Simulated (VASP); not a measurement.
Wanted: the native input for a VASP 6.6.1 run.

* Task: single point
* Functional: PBEsol
* Potentials or basis: VASP PAW PBE potentials, release 64 (Cd, Se)
* Cutoff: 520 eV
* k mesh: 6 × 6 × 4
* Occupations: gaussian, width 0.01 eV
* Spin: no spin polarisation
* Dipole correction: no
* Further INCAR settings: ALGO = Normal; EDIFF = 1e-07; NBANDS = 26

The structure of CdSe (Cadmoselite) lies in POSCAR:

```
CdSe
1.0
    4.2076016903      0.0000000000      0.0000000000
   -2.1038008452      3.6438899528      0.0000000000
    0.0000000000      0.0000000000      6.8729197189
Cd Se
2 2
Direct
    0.3333333333      0.6666666667      0.0048377725
    0.6666666667      0.3333333333      0.5048377725
    0.3333333333      0.6666666667      0.3801622275
    0.6666666667      0.3333333333      0.8801622275
```

The input as run:

INCAR

```
PREC = Accurate ; ENCUT = 520
EDIFF = 1E-7 ; ISMEAR = 0
SIGMA = 0.01 ; LREAL = F
LASPH = T ; NELM = 60
ALGO = Normal ; ISIF = 2
LWAVE = F ; LCHARG = F
GGA = PS ; NBANDS = 26
```

KPOINTS

```
Automatic mesh
0
Gamma
  6 6 4
```

Potentials or basis: VASP PAW PBE potentials, release 64 (Cd, Se).

Run with:

```console
$ cat potpaw_PBE.64/Cd/POTCAR potpaw_PBE.64/Se/POTCAR > POTCAR
$ mpirun -np 1 vasp_std > vasp.out
```

It gave:

```
Pressure               : 4.4 GPa
Largest force          : 0.003 eV/Å
Band gap on the k mesh : 0.68 eV, direct
```

Caveat: the PAW data sets were made with another functional, which shifts forces and pressure a little.

Wall time 27 s on 1 thread of Intel(R) Xeon(R) 6975P-C (Granite Rapids), with other jobs on the host, peak memory 0.24 GiB.
